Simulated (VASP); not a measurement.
# HC4 in VASP: a series of runs

Runs on HC4. Level: PBE+D3(BJ). Tasks: single point.

All numbers are computed with VASP 6.6.1; they aren't measurements. Logs are shortened: lines on timing, memory, paths and dates and some standing lists are left out, and cuts for length are marked.

## Step 1: The cell of the first run

The cell holds a slab with vacuum, 10 atoms: a = 4.931 Å, b = 4.931 Å, c = 18.000 Å, α = 90.00°, β = 90.00°, γ = 120.00°.

## Step 2: Single point, PBE+D3(BJ)

The input, INCAR:

```
PREC     = Accurate       # precision mode
ENCUT    = 520            # plane-wave cutoff, eV
EDIFF    = 1E-6           # SCF threshold, eV
ISMEAR   = 0              # smearing method
SIGMA    = 0.1            # smearing width, eV
LREAL    = F              # projectors in reciprocal space
LASPH    = T              # aspherical terms in the spheres
NELM     = 120            # most SCF steps
ALGO     = Normal         # electronic algorithm
ISIF     = 2              # what is computed and relaxed
LWAVE    = F              # write WAVECAR
LCHARG   = T              # write CHGCAR
LDIPOL   = T            
IDIPOL   = 3            
DIPOL    = 0.5 0.5 0.245
GGA      = PE             # functional
IVDW     = 12             # dispersion correction
LELF     = T              # ELF
LVHAR    = T            
LVACPOTAV= T            
NBANDS   = 28             # bands
GGA_COMPAT= F            
NELMDL   = -8
```

The input, KPOINTS:

```
Automatic mesh
0
Gamma
  6 6 1
```

The input, POSCAR:

```
HC4
1.0
    4.9313048818      0.0000000000      0.0000000000
   -2.4656524409      4.2706353015      0.0000000000
    0.0000000000      0.0000000000     18.0000331943
C H
8 2
Direct
    0.3333333333      0.1666666667      0.2222236565
    0.3333333333      0.6666666667      0.2222236565
    0.8333333333      0.1666666667      0.2222236565
    0.8333333333      0.6666666667      0.2222236565
    0.1666666667      0.3333333333      0.2222218124
    0.1666666667      0.8333333333      0.2222218124
    0.6666666667      0.3333333333      0.2222218124
    0.6666666667      0.8333333333      0.2222218124
    0.6808650870      0.3191349130      0.3361123354
    0.8191349130      0.1808650870      0.3361123354
```

Potentials or basis: VASP PAW PBE potentials, release 64 (C, H).

Launch:

```
cat potpaw_PBE.64/C/POTCAR potpaw_PBE.64/H/POTCAR > POTCAR
mpirun -np 1 vasp_std > vasp.out
```

OUTCAR:

```text
PREC = Accurate
   ENCUT = 520
   EDIFF = 1E-6
   ISMEAR = 0
   LREAL = F
   LASPH = T
   NELM = 120
   ISIF = 2
   GGA = PE
   IVDW = 12
   NELMDL = -8
 IVDW          = 12

 ion  position               nearest neighbor table
   1  0.333  0.167  0.222-   5 1.42   7 1.42   6 1.42
   2  0.333  0.667  0.222-   6 1.42   8 1.42   5 1.42
   3  0.833  0.167  0.222-   7 1.42   5 1.42   8 1.42
   4  0.833  0.667  0.222-   8 1.42   6 1.42   7 1.42
   5  0.167  0.333  0.222-   1 1.42   3 1.42   2 1.42
   6  0.167  0.833  0.222-   2 1.42   4 1.42   1 1.42
   7  0.667  0.333  0.222-   3 1.42   1 1.42   4 1.42
   8  0.667  0.833  0.222-   4 1.42   2 1.42   3 1.42
   9  0.681  0.319  0.336-
  10  0.819  0.181  0.336-

  LATTYP: Found a hexagonal cell.
 ALAT       =     4.9313048818
 C/A-ratio  =     3.6501562215

  Lattice vectors:

 A1 = (   4.9313048818,   0.0000000000,   0.0000000000)
 A2 = (  -2.4656524409,   4.2706353015,   0.0000000000)
 A3 = (   0.0000000000,   0.0000000000,  18.0000331943)

Analysis of symmetry for initial positions (statically):
=====================================================================
 Subroutine PRICEL returns:
 Original cell was already a primitive cell.

 Routine SETGRP: Setting up the symmetry group for a
 hexagonal supercell.

 Subroutine GETGRP returns: Found  4 space group operations
 (whereof  2 operations were pure point group operations)
 out of a pool of 24 trial point group operations.

The static configuration has the point symmetry C_1h.
 The point group associated with its full space group is C_2v.

Analysis of symmetry for dynamics (positions and initial velocities):
=====================================================================
 Subroutine PRICEL returns:
 Original cell was already a primitive cell.

 Routine SETGRP: Setting up the symmetry group for a
 hexagonal supercell.

 Subroutine GETGRP returns: Found  4 space group operations
 (whereof  2 operations were pure point group operations)
 out of a pool of 24 trial point group operations.

The dynamic configuration has the point symmetry C_1h.
 The point group associated with its full space group is C_2v.

 Subroutine INISYM returns: Found  4 space group operations
 (whereof  2 operations are pure point group operations),
 and found     1 'primitive' translations

----------------------------------------------------------------------------------------

                                     Primitive cell

  volume of cell :     379.0772

  direct lattice vectors                    reciprocal lattice vectors
     4.931304882  0.000000000  0.000000000     0.202786083  0.117078599  0.000000000
    -2.465652441  4.270635301  0.000000000     0.000000000  0.234157199  0.000000000
     0.000000000  0.000000000 18.000033194     0.000000000  0.000000000  0.055555453

  length of vectors
     4.931304882  4.931304882 18.000033194     0.234157199  0.234157199  0.055555453

  position of ions in fractional coordinates (direct lattice)
     0.333333333  0.166666667  0.222223656
     0.333333333  0.666666667  0.222223656
     0.833333333  0.166666667  0.222223656
     0.833333333  0.666666667  0.222223656
     0.166666667  0.333333333  0.222221812
     0.166666667  0.833333333  0.222221812
     0.666666667  0.333333333  0.222221812
     0.666666667  0.833333333  0.222221812
     0.680865087  0.319134913  0.336112335
     0.819134913  0.180865087  0.336112335

  ion indices of the primitive-cell ions
   primitive index   ion index
                 1           1
                 2           2
                 3           3
                 4           4
                 5           5
                 6           6
                 7           7
                 8           8
                 9           9
                10          10

----------------------------------------------------------------------------------------

 KPOINTS: Automatic mesh

Automatic generation of k-mesh.
 Grid dimensions read from file:
 generate k-points for:    6    6    1

 Generating k-lattice:

  Cartesian coordinates                     Fractional coordinates (reciprocal lattice)
     0.033797680  0.019513100  0.000000000     0.166666667  0.000000000  0.000000000
     0.000000000  0.039026200  0.000000000     0.000000000  0.166666667  0.000000000
     0.000000000  0.000000000  0.055555453     0.000000000  0.000000000  1.000000000

  Length of vectors
     0.039026200  0.039026200  0.055555453

  Shift w.r.t. Gamma in fractional coordinates (k-lattice)
     0.000000000  0.000000000  0.000000000

 Subroutine IBZKPT returns following result:
 ===========================================

 Found     13 irreducible k-points:

 Following reciprocal coordinates:
            Coordinates               Weight
  0.000000  0.000000  0.000000      1.000000
  0.166667 -0.000000  0.000000      4.000000
 -0.166667  0.166667  0.000000      2.000000
  0.333333 -0.000000  0.000000      4.000000
 -0.333333  0.333333  0.000000      2.000000
  0.500000  0.000000  0.000000      2.000000
  0.500000  0.500000  0.000000      1.000000
  0.166667  0.166667  0.000000      2.000000
 -0.166667  0.333333  0.000000      4.000000
  0.333333  0.166667  0.000000      4.000000
 -0.166667  0.500000  0.000000      4.000000
  0.500000  0.333333  0.000000      4.000000
  0.333333  0.333333  0.000000      2.000000
   k-points           NKPTS =     13   k-points in BZ     NKDIM =     13   number of bands    NBANDS=     28
   number of dos      NEDOS =    301   number of ions     NIONS =     10
   total plane-waves  NPLWV = 224000
   dimension x,y,z NGX =    40 NGY =   40 NGZ =  140
   dimension x,y,z NGXF=    80 NGYF=   80 NGZF=  280
   ions per type =               8   2
   NGX,Y,Z   is equivalent  to a cutoff of  13.48, 13.48, 12.93 a.u.
   NGXF,Y,Z  is equivalent  to a cutoff of  26.97, 26.97, 25.86 a.u.
 SYSTEM =  unknown system
   PREC   = accura    normal or accurate (medium, high low for compatibility)
   ISTART =      0    job   : 0-new  1-cont  2-samecut
   ICHARG =      2    charge: 1-file 2-atom 10-const
   ISPIN  =      1    spin polarized calculation?
   LNONCOLLINEAR =      F non collinear calculations
   LSORBIT =      F    spin-orbit coupling
   LASPH  =      T    aspherical Exc in radial PAW
   ENCUT  =  520.0 eV  38.22 Ry    6.18 a.u.   9.17  9.17 33.47*2*pi/ulx,y,z
   NELM   =    120;   NELMIN=  2; NELMDL= -8     # of ELM steps
   EDIFF  = 0.1E-05   stopping-criterion for ELM
   LREAL  =      F    real-space projection
   EDIFFG = 0.1E-04   stopping-criterion for IOM
   NSW    =      0    number of steps for IOM
   IBRION =     -1    ionic relax: 0-MD 1-quasi-New 2-CG
   NFREE  =      0    steps in history (QN), initial steepest desc. (CG)
   ISIF   =      2    stress and relaxation
   ISYM   =      2    0-nonsym 1-usesym 2-fastsym
   POTIM  = 0.5000    time-step for ionic-motion
   TEBEG  =    0.0;   TEEND  =   0.0 temperature during run
   PSTRESS=    0.0 pullay stress
   NELECT =      34.0000    total number of electrons
   NUPDOWN=      -1.0000    fix difference up-down
   EMIN   =  10.00;   EMAX   =-10.00  energy-range for DOS
   EFERMI =   0.00;   METHOD = LEGACY
   ISMEAR =     0;   SIGMA  =   0.10  broadening in eV -4-tet -1-fermi 0-gaus
   EFERMI_NEDOS =   21; number of points for ismear=-14 and -15
   IALGO  =     38    algorithm
   IMIX   =      4    mixing-type and parameters
     AMIX     =   0.40;   BMIX     =  1.00
     AMIX_MAG =   1.60;   BMIX_MAG =  1.00
  volume/ion in A,a.u.               =      37.91       255.81
  Fermi-wavevector in a.u.,A,eV,Ry     =   0.732811  1.384812  7.306489  0.537012
  Thomas-Fermi vector in A             =   1.825366
   LORBIT       =      0    0 simple, 1 ext, 2 COOP (PROOUT), +10 PAW based schemes
   GGA     = PE    functional components
   LHFCALC =     F    Hartree Fock is set to
   AEXX    =    0.0000 exact exchange contribution
   IVDW    =    12    specifies the selected vdW correction
   LEPSILON=     F    determine dielectric tensor
   LRPA    =     F    only Hartree local field effects (RPA)
 non-spin polarized calculation
 Gauss-broadening in eV      SIGMA  =   0.10
  energy-cutoff  :      520.00
  volume of cell :      379.08
 maximum number of plane-waves:     10258
 NGX is ok and might be reduce to    40
   NGX = 19   NGY = 19   NGZ = 67

 dipolmoment           0.000000      0.000000     -0.003896 electrons x Angstroem

 number of electron      33.9999998 magnetization

 dipolmoment           0.000000      0.000000      0.097981 electrons x Angstroem

 Free energy of the ion-electron system (eV)
  ---------------------------------------------------
  ext. energy  EPLUGINS =         0.00000000
  ---------------------------------------------------
  free energy    TOTEN  =       -78.43478945 eV

  energy without entropy =      -78.43391713  energy(sigma->0) =      -78.43435329

 E-fermi :  -2.9304     XC(G=0):  -2.7628

 val. band max:       -3.0708440695   @ k =   0.3333   0.3333   0.0000
 cond. band min:      -2.7899754418   @ k =   0.3333   0.3333   0.0000
 fundamental gap:      0.2808686277
 Fermi energy:        -2.9304097557

 k-point     1 :       0.0000    0.0000    0.0000
  band No.  band energies     occupation
      1     -22.4304      2.00000
      2     -17.2047      2.00000
      3     -17.1801      2.00000
      4     -17.1770      2.00000
      5     -16.1465      2.00000
      6     -16.1420      2.00000
[... 20 lines left out ...]
     27       4.4789      0.00000
     28       4.4939      0.00000

 k-point     2 :       0.1667   -0.0000    0.0000
  band No.  band energies     occupation
      1     -22.2663      2.00000
      2     -18.4479      2.00000
      3     -17.5830      2.00000
      4     -17.5765      2.00000
      5     -15.4819      2.00000
      6     -15.4737      2.00000
[... 333 lines left out ...]
 k-point    13 :       0.3333    0.3333    0.0000
  band No.  band energies     occupation
      1     -20.5008      2.00000
      2     -20.4767      2.00000
      3     -20.4679      2.00000
      4     -15.5103      2.00000
      5     -15.4970      2.00000
      6     -13.4530      2.00000
[... 20 lines left out ...]
     27       4.5040      0.00000
     28       4.7189      0.00000

------------------------ aborting loop because EDIFF is reached ----------------------------------------

 Edisp (eV)   -0.88819

 E8    (eV) :    -0.2650

  FORCE on cell =-STRESS in cart. coord.  units (eV):
  Direction    XX          YY          ZZ          XY          YZ          ZX
  --------------------------------------------------------------------------------------
  -------------------------------------------------------------------------------------
  Total      -3.52229    -1.80454     3.70511     1.48761     0.00000    -0.00000
  in kB     -14.88702    -7.62694    15.65971     6.28741     0.00000    -0.00000
  external pressure =       -2.28 kB  Pullay stress =        0.00 kB

 VOLUME and BASIS-vectors are now :
 -----------------------------------------------------------------------------
  energy-cutoff  :      520.00
  volume of cell :      379.08
      direct lattice vectors                 reciprocal lattice vectors
     4.931304882  0.000000000  0.000000000     0.202786083  0.117078599  0.000000000
    -2.465652441  4.270635301  0.000000000     0.000000000  0.234157199  0.000000000
     0.000000000  0.000000000 18.000033194     0.000000000  0.000000000  0.055555453

 POSITION                                       TOTAL-FORCE (eV/Angst)
 -----------------------------------------------------------------------------------
      1.23283      0.71177      4.00003         0.241734     -0.021942     -0.102311
     -0.00000      2.84709      4.00003         0.079060     -0.045645      0.112435
      3.69848      0.71177      4.00003         0.306671     -0.177056     -0.826833
      2.46565      2.84709      4.00003         0.139869     -0.198377     -0.102311
      0.00000      1.42355      4.00000        -0.241734      0.021942     -0.102311
     -1.23283      3.55886      4.00000        -0.079060      0.045645      0.112435
      2.46565      1.42355      4.00000        -0.306671      0.177056     -0.826833
      1.23283      3.55886      4.00000        -0.139869      0.198377     -0.102311
      2.57068      1.36291      6.05003         3.875722     -2.237649      0.919021
      3.59345      0.77241      6.05003        -3.875722      2.237649      0.919021
 -----------------------------------------------------------------------------------
    total drift:                               -0.000024      0.000014      0.000311

  FREE ENERGIE OF THE ION-ELECTRON SYSTEM (eV)
  ---------------------------------------------------
  free  energy   TOTEN  =       -79.3229832137 eV

  energy  without entropy=      -79.3221108938  energy(sigma->0) =      -79.32254705

 vacuum level on the upper side and lower side of the slab         2.290         1.448
```

Wall time 8.4 min (1 thread of Intel Xeon 8259CL, shared host); peak memory 0.56 GiB.

What came out:

```
Free energy                : -79.3230 eV
Largest force              : 4.569 eV/Å
Band gap on the k mesh     : 0.28 eV
Dispersion energy per atom : -0.089 eV
```

Forces in eV/Å, atoms in the order of the input:
```
C    0.242 -0.022 -0.102
C    0.079 -0.046  0.112
C    0.307 -0.177 -0.827
C    0.140 -0.198 -0.102
C   -0.242  0.022 -0.102
C   -0.079  0.046  0.112
C   -0.307  0.177 -0.827
C   -0.140  0.198 -0.102
H    3.876 -2.238  0.919
H   -3.876  2.238  0.919
```

[end of part 1 of 2]
